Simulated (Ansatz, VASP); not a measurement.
# One calculation of Mg2ZnO3, two programs

The input POSCAR:

```
Mg2ZnO3
1.0
    2.9912043486      0.0000000000      0.0000000000
   -1.4956021743      2.5904589538      0.0000000000
    0.0000000000      0.0000000000      7.3061051335
Mg Zn O
2 1 3
Direct
    0.3333333333      0.6666666667      0.6659208986
    0.6666666667      0.3333333333      0.3340791014
    0.0000000000      0.0000000000      0.0000000000
    0.3333333333      0.6666666667      0.1717360261
    0.6666666667      0.3333333333      0.8282639739
    0.0000000000      0.0000000000      0.5000000000
```

File INCAR.step1:

```
SYSTEM = Mg2ZnO3
ALGO     = Normal         ! electronic algorithm
EDIFF    = 1E-5           ! SCF threshold, eV
ENCUT    = 520            ! plane-wave cutoff, eV
GGA      = PE             ! functional
ISIF     = 2              ! what is computed and relaxed
ISMEAR   = 0              ! smearing method
LASPH    = .TRUE.         ! aspherical terms in the spheres
LCHARG   = .FALSE.        ! write CHGCAR
LREAL    = .FALSE.        ! projectors in reciprocal space
LWAVE    = .TRUE.         ! write WAVECAR
NBANDS   = 26             ! bands
NELM     = 80             ! most SCF steps
PREC     = Accurate       ! precision mode
SIGMA    = 0.01           ! smearing width, eV
```

Contents of INCAR.step2:

```
SYSTEM = Mg2ZnO3
ALGO     = Normal         ! electronic algorithm
EDIFF    = 1E-6           ! SCF threshold, eV
ENCUT    = 520            ! plane-wave cutoff, eV
GGA      = PE             ! functional
HFSCREEN = 0.2079         ! screening, 1/A
ISIF     = 2              ! what is computed and relaxed
ISMEAR   = 0              ! smearing method
ISTART   = 1            
LASPH    = .TRUE.         ! aspherical terms in the spheres
LCHARG   = .FALSE.        ! write CHGCAR
LHFCALC  = .TRUE.         ! exact exchange
LREAL    = .FALSE.        ! projectors in reciprocal space
LWAVE    = .FALSE.        ! write WAVECAR
NBANDS   = 26             ! bands
NELM     = 80             ! most SCF steps
PREC     = Accurate       ! precision mode
PRECFOCK = Fast         
SIGMA    = 0.01           ! smearing width, eV
```

The input KPOINTS:

```
k-points
0
G
  6 6 2
  0 0 0
```

Input for Ansatz:

```yaml
crystal:
  lattice:
    - [2.9912043486, 0.0, 0.0]
    - [-1.4956021743, 2.5904589538, 0.0]
    - [0.0, 0.0, 7.3061051335]
  atoms:
    - { symbol: Mg, position: [0.3333333333, 0.6666666667, 0.6659208986] }
    - { symbol: Mg, position: [0.6666666667, 0.3333333333, 0.3340791014] }
    - { symbol: Zn, position: [0.0, 0.0, 0.0] }
    - { symbol: O, position: [0.3333333333, 0.6666666667, 0.1717360261] }
    - { symbol: O, position: [0.6666666667, 0.3333333333, 0.8282639739] }
    - { symbol: O, position: [0.0, 0.0, 0.5] }
kpoints:
  mp_grid: { grid: [6, 6, 2] }
hamiltonian:
  xc: hse06
scf:
  occupations: { method: fixed }
  n_extra_bands: 5
output:
  forces: true
  stress: true
  eigenvalues: true
  write_density: true
  write_potential: true
  elf: true
  volumetric_format: npy
```

Alike in both runs: task single point; functional HSE06; k mesh 6 × 6 × 2; no spin polarisation.

|  | VASP | Ansatz |
| --- | --- | --- |
| version | VASP 6.6.1 | Ansatz 0.2.0 |
| potentials or method | VASP PAW PBE potentials, release 64 (Mg, Zn, O) | plane waves, PAW |
| plane-wave cutoff (eV) | 520 | 420 |
| occupations | gaussian, width 0.01 eV | fixed |
| valence electrons in the cell | 34 | 50 |

Ansatz gave:

| Property | Result |
| --- | --- |
| gap on the k mesh at the Fermi level (eV) | 4.97 |
| pressure (GPa) | 0.0 |
| traceless stress, the component that is largest in VASP (GPa) | 0.08 |
| rms of the force components (eV/Å) | 0.010 |

What did VASP give for the same quantities?

gap on the k mesh at the Fermi level (eV): 4.92; pressure (GPa): 0.3; traceless stress, the component that is largest in VASP (GPa): 0.08; rms of the force components (eV/Å): 0.029.

Atom by atom the forces differ by 0.025 eV/Å (rms over components). VASP's potentials hold 34 valence electrons a cell and Ansatz's 50, so a difference there can come from the potentials and not from the codes. Ansatz's warnings: stress exchange threshold loose, stress scf threshold loose.

The k mesh is coarse, so the values compare programs but aren't converged.
